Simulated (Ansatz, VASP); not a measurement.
## Two plane-wave programs on SrO

File INCAR:

```
  PREC = Accurate
  ENCUT = 600
  EDIFF = 1E-6
  ISMEAR = 0
  SIGMA = 0.01
  LREAL = False
  LASPH = True
  NELM = 120
  ALGO = Normal
  ISIF = 2
  LWAVE = False
  LCHARG = False
  GGA = PE
  NBANDS = 15
  GGA_COMPAT = False
```

File KPOINTS:

```
Automatic mesh
0
Gamma
  6 6 6
```

Contents of POSCAR:

```
SrO
1.0
    3.6292960000      0.0000000000      0.0000000000
    1.8146480000      3.1430625339      0.0000000000
    1.8146480000      1.0476875113      2.9633077752
Sr O
1 1
Direct
    0.5000000000      0.5000000000      0.5000000000
    0.0000000000      0.0000000000      0.0000000000
```

Input for Ansatz:

```yaml
crystal:
  lattice:
    a: 3.629296
    b: 3.629296
    c: 3.629296
    alpha: 60.0
    beta: 60.0
    gamma: 60.0
  atoms:
    - { symbol: Sr, position: [0.5, 0.5, 0.5] }
    - { symbol: O, position: [0.0, 0.0, 0.0] }
kpoints:
  mp_grid:
    grid: [6, 6, 6]
    shift: [0.0, 0.0, 0.0]
hamiltonian:
  xc: pbe
scf:
  max_iter: 60
  convergence:
    dr2_threshold: 1.0e-07
  occupations:
    method: fixed
output:
  eigenvalues: true
```

Alike in both runs: task single point; functional PBE; k mesh 6 × 6 × 6; no spin polarisation.

|  | VASP | Ansatz |
| --- | --- | --- |
| version | VASP 6.6.1 | Ansatz 0.2.0 |
| potentials or method | VASP PAW PBE potentials, release 64 (Sr_sv, O) | plane waves, PAW |
| plane-wave cutoff (eV) | 600 | 420 |
| occupations | gaussian, width 0.01 eV | fixed |
| valence electrons in the cell | 16 | 16 |

|  | VASP | Ansatz | Ansatz less VASP |
| --- | --- | --- | --- |
| gap on the k mesh at the Fermi level (eV) | 3.26 | 3.31 | +0.048 |
